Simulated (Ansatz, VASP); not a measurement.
## ZnO in VASP and in Ansatz

```
CELL_PARAMETERS angstrom
3.23534 0.00000 0.00000
-1.61767 2.80189 0.00000
0.00000 0.00000 5.21095
ATOMIC_POSITIONS crystal
Zn 0.33333 0.66667 0.99765
Zn 0.66667 0.33333 0.49765
O 0.33333 0.66667 0.37735
O 0.66667 0.33333 0.87735
```

Alike in both runs: task single point; functional LDA; k mesh 12 × 12 × 6; no spin polarisation.

```csv
,VASP,Ansatz
version,VASP 6.6.1,Ansatz 0.2.0
potentials or method,"VASP PAW LDA potentials, release 64 (Zn, O)","plane waves, PAW"
plane-wave cutoff (eV),520,420
occupations,"gaussian, width 0.01 eV",fixed
valence electrons in the cell,36,36
```

```csv
,VASP,Ansatz,Ansatz less VASP
gap on the k mesh at the Fermi level (eV),0.75,0.74,-0.007
pressure (GPa),-5.0,-6.1,-1.05
"traceless stress, the component that is largest in VASP (GPa)",0.21,0.23,+0.016
rms of the force components (eV/Å),0.005,0.005,-0.0001
```

LDA's correlation is that of Perdew and Zunger in VASP and of Perdew and Wang (1992) in Ansatz. Atom by atom the forces differ by 0.000 eV/Å (rms over components).
